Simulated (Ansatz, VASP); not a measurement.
# BiTe: VASP beside Ansatz

INCAR

```
SYSTEM = BiTe
ALGO = Fast
EDIFF = 1E-6
ENCUT = 520
GGA = PS
ISIF = 2
ISMEAR = 0
LASPH = .True.
LCHARG = .False.
LREAL = .False.
LWAVE = .False.
NBANDS = 18
NELM = 100
PREC = Accurate
SIGMA = 0.15
```

KPOINTS

```
k-points
0
Gamma
  18 18 18
  0 0 0
```

The input POSCAR:

```
BiTe
1.0
    2.3992465521      1.3852056427      3.1951106400
   -2.3992465521      1.3852056427      3.1951106400
    0.0000000000     -2.7704112854      3.1951106400
Bi Te
1 1
Direct
    0.5000000000      0.5000000000      0.5000000000
    0.0000000000      0.0000000000      0.0000000000
```

Input for Ansatz:

```yaml
crystal:
  lattice:
    - [2.3992465521, 1.3852056427, 3.19511064]
    - [-2.3992465521, 1.3852056427, 3.19511064]
    - [0.0, -2.7704112854, 3.19511064]
  atoms:
    - { symbol: Bi, position: [0.5, 0.5, 0.5] }
    - { symbol: Te, position: [0.0, 0.0, 0.0] }
basis:
  ecutwfc: 420
kpoints:
  mp_grid: { grid: [18, 18, 18] }
hamiltonian:
  xc: pbesol
scf:
  occupations: { method: gaussian, width: 0.15 }
output:
  forces: true
  stress: true
  eigenvalues: true
  write_density: true
  write_potential: true
  elf: true
  volumetric_format: npy
```

Alike in both runs: task single point; functional PBEsol; k mesh 18 × 18 × 18; occupations gaussian, width 0.15 eV; no spin polarisation.

|  | VASP | Ansatz |
| --- | --- | --- |
| version | VASP 6.6.1 | Ansatz 0.2.0 |
| potentials or method | VASP PAW PBE potentials, release 64 (Bi_d, Te), cutoff 520 eV | scalar-relativistic, plane waves, PAW |
| valence electrons in the cell | 21 | 31 |

|  | VASP | Ansatz | Ansatz less VASP |
| --- | --- | --- | --- |
| gap on the k mesh at the Fermi level (eV) | none | none | - |
| pressure (GPa) | 0.0 | 0.0 | +0.02 |

VASP's potentials were made for PBE, not for PBEsol. A gap of «none» marks a metal or a gap that the smearing closes. VASP's potentials hold 21 valence electrons a cell and Ansatz's 31, so a difference there can come from the potentials and not from the codes.

Spin-orbit coupling is off throughout.
